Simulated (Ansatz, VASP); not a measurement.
**One calculation of Ti, two programs**

File INCAR:

```
SYSTEM = Ti
ALGO = Fast
EDIFF = 1E-6
ENCUT = 520
ISIF = 2
ISMEAR = -1
LASPH = .True.
LCHARG = .False.
LREAL = .False.
LWAVE = .False.
NBANDS = 12
NELM = 100
PREC = Accurate
SIGMA = 0.05
```

File KPOINTS:

```
k-points
0
Gamma
  11 11 11
  0 0 0
```

POSCAR

```
Ti
1.0
   -1.6625945817      1.6625945817      1.6625945817
    1.6625945817     -1.6625945817      1.6625945817
    1.6625945817      1.6625945817     -1.6625945817
Ti
1
Direct
    0.0000000000      0.0000000000      0.0000000000
```

File input.yaml:

```yaml
crystal:
  lattice:
    - [-1.6625945817, 1.6625945817, 1.6625945817]
    - [1.6625945817, -1.6625945817, 1.6625945817]
    - [1.6625945817, 1.6625945817, -1.6625945817]
  atoms:
    - { symbol: Ti, position: [0.0, 0.0, 0.0] }
hamiltonian:
  xc: lda
  pseudopotentials: { kind: paw }
kpoints:
  mp_grid: { grid: [11, 11, 11] }
scf:
  occupations: { method: fermi_dirac, width: 0.05 }
output:
  forces: true
  stress: true
  eigenvalues: true
  write_density: true
  write_potential: true
  elf: true
  volumetric_format: npy
```

Alike in both runs: task single point; functional LDA; k mesh 11 × 11 × 11; occupations fermi-dirac, width 0.05 eV; no spin polarisation.

```csv
,VASP,Ansatz
version,VASP 6.6.1,Ansatz 0.2.0
potentials or method,"VASP PAW LDA potentials, release 64 (Ti_sv)",Ansatz PAW
plane-wave cutoff (eV),520,420
valence electrons in the cell,12,12
```

```csv
,VASP,Ansatz,Ansatz less VASP
gap on the k mesh at the Fermi level (eV),none,none,-
pressure (GPa),-13.9,-13.9,+0.04
```

LDA's correlation is that of Perdew and Zunger in VASP and of Perdew and Wang (1992) in Ansatz. A gap of «none» marks a metal or a gap that the smearing closes.
